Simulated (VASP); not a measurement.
B2Au: single point with PBE

B2Au:

```
B Au
1.0
     4.97382    0.00000    0.00000
     0.00000    3.06781    0.00000
     0.00000    0.00000    4.33134
B Au
4 2
Cartesian
  0.2935 0.7670 2.7677
  2.1935 0.7670 2.7677
  2.7804 2.3009 1.5636
  4.6804 2.3009 1.5636
  1.2435 0.7670 0.6532
  3.7304 2.3009 3.6782
```

```json
{
  "Program": "VASP 6.6.1",
  "Task": "single point",
  "Functional": "PBE",
  "Potentials or basis": "VASP PAW PBE potentials, release 64 (B, Au)",
  "Cutoff": "520 eV",
  "k mesh": "7 × 10 × 7",
  "Occupations": "fermi-dirac, width 0.1 eV",
  "Spin": "no spin polarisation"
}
```

The pressure is -5.4 GPa and the largest force is 1.699 eV/Å. The band gap on the k mesh is zero (band 17 reaches 9.36 eV, above the bottom of band 18 at 6.15 eV).

Forces in eV/Å, atoms in the order of the input:
```
B    1.073  0.000 -1.317
B   -1.073  0.000 -1.317
B    1.073  0.000  1.317
B   -1.073  0.000  1.317
Au   0.000  0.000 -0.652
Au   0.000  0.000  0.652
```

Stress tensor (GPa, compression positive):
```
 -1.37   0.00   0.00
  0.00   3.51   0.00
  0.00   0.00 -18.29
```

Levels at points of the mesh, in eV from the Fermi level:
```
           k point  band 13  band 14  band 15  band 16  band 17  band 18  band 19  band 20  band 21  band 22
(0.00, 0.00, 0.00)    -4.92    -4.23    -1.86    -1.34     0.73     1.00     2.10     2.58     3.32     4.90
(0.00, 0.50, 0.00)    -3.22    -3.22    -1.85    -1.85    -1.62    -1.62     2.70     2.70     3.78     3.78
```

Wall time 110 s on 1 thread of Intel(R) Xeon(R) Platinum 8375C CPU @ 2.90GHz (Ice Lake), on a shared host, peak memory 0.27 GiB.

Caveat: spin-orbit coupling is left out, which moves the levels of the heavy elements; forces of over 1 eV/Å act on the atoms, so gaps and moduli don't describe the material at rest.
